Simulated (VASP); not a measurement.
Wanted: the native input for a VASP 6.6.1 run.

* Task: single point
* Functional: LDA
* Potentials or basis: VASP PAW LDA potentials, release 64 (F_h, H_h)
* Cutoff: 1010 eV
* k mesh: 1 × 1 × 1
* Occupations: fermi-dirac, width 0.02 eV
* Spin: no spin polarisation
* Dipole correction: no
* Further INCAR settings: LREAL = Auto; ALGO = Normal; EDIFF = 1e-06; NBANDS = 46

The structure of HF lies in POSCAR:

```
HF
1.0
    7.0713790000      0.0000000000      0.0000000000
    0.0000000000      7.0713790000      0.0000000000
    0.0000000000      0.0000000000      7.0713790000
F H
8 8
Direct
    0.3028604698      0.5636680749      0.2802070043
    0.4875547444      0.1705521206      0.6816597772
    0.3358086692      0.4461271641      0.5798027334
    0.5374147489      0.0345654991      0.9939800465
    0.4160197380      0.6532048354      0.9121924189
    0.4207039093      0.8330733012      0.6070797117
    0.0369855075      0.2880449550      0.7043784090
    0.3186513115      0.8848427528      0.2036099853
    0.3174238582      0.7060289777      0.2398277987
    0.4260625939      0.2949555912      0.6341069900
    0.3275685253      0.5101361699      0.4393293935
    0.5089576441      0.1084549159      0.8798950485
    0.4197197720      0.7178872673      0.7917983112
    0.4386680098      0.9691882306      0.6181393679
    0.1335021792      0.3718687987      0.6633129408
    0.4064479189      0.9331169457      0.1021217632
```

One way to write it, as run:

INCAR

```
SYSTEM = HF
PREC = Accurate
ENCUT = 1010
EDIFF = 1E-6
ISMEAR = -1
SIGMA = 0.02
LREAL = Auto
LASPH = .TRUE.
NELM = 120
ALGO = Normal
ISIF = 2
LWAVE = .FALSE.
LCHARG = .TRUE.
LELF = .TRUE.
LVHAR = .TRUE.
NBANDS = 46
GGA_COMPAT = .FALSE.
```

KPOINTS

```
Automatic mesh
0
G
  1 1 1
  0 0 0
```

Potentials or basis: VASP PAW LDA potentials, release 64 (F_h, H_h).

Run with:

```console
$ cat potpaw_LDA.64/F_h/POTCAR potpaw_LDA.64/H_h/POTCAR > POTCAR
$ mpirun -np 1 vasp_gam > vasp.out
```

It gave:

- Pressure: -0.5 GPa
- Largest force: 0.290 eV/Å

Caveat: the k points lie up to 0.89 Å⁻¹ apart, too coarse for converged energies, forces and pressures.

Run time: 62 s on 1 thread of Intel(R) Xeon(R) 6975P-C (Granite Rapids), on a shared host, peak memory 0.63 GiB.
